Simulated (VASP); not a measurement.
Set up this calculation in VASP 6.6.1, as the native input.

| Property | Result |
| --- | --- |
| Task | single point |
| Functional | PBE |
| Potentials or basis | VASP PAW PBE potentials, release 64 (Ge_d, S) |
| Cutoff | 520 eV |
| k mesh | 7 × 7 × 1 |
| Occupations | gaussian, width 0.1 eV |
| Spin | no spin polarisation |
| Dipole correction | yes |
| Further INCAR settings | ALGO = Normal; EDIFF = 1e-07; NBANDS = 39 |

The structure of Ge4S lies in POSCAR:

```
Ge4S
1.0
    4.0740542171      0.0000000000      0.0000000000
    0.0000000000      4.0740542171      0.0000000000
    0.0000000000      0.0000000000     19.8557569412
Ge S
4 1
Direct
    0.0000000000      0.5000000000      0.2014529092
    0.0000000000      0.0000000000      0.2739958843
    0.5000000000      0.0000000000      0.3493666172
    0.5000000000      0.5000000000      0.4208228861
    0.5000000000      0.8750000000      0.4994441062
```

One way to write it, as run:

INCAR

```
PREC = Accurate ; ENCUT = 520
EDIFF = 1E-7 ; ISMEAR = 0
SIGMA = 0.1 ; LREAL = F
LASPH = T ; NELM = 100
ALGO = Normal ; ISIF = 2
LWAVE = F ; LCHARG = F
LDIPOL = T ; IDIPOL = 3
DIPOL = 0.5 0.5 0.349 ; GGA = PE
NBANDS = 39
```

KPOINTS

```
Automatic mesh
0
Gamma
  7 7 1
```

Potentials or basis: VASP PAW PBE potentials, release 64 (Ge_d, S).

Launch:

```sh
$ cat potpaw_PBE.64/Ge_d/POTCAR potpaw_PBE.64/S/POTCAR > POTCAR
$ mpirun -np 1 vasp_std > vasp.out
```

Results of the run:

```yaml
Largest_force: 1.196 eV/Å
Band_gap_on_the_k_mesh: zero (band 31 reaches -1.61 eV, above the bottom of band 32 at -2.09 eV)
```

Wall time 6.3 min on 1 thread of Intel(R) Xeon(R) Platinum 8259CL CPU @ 2.50GHz (Skylake/Cascade Lake) (shared host), peak memory 0.45 GiB.
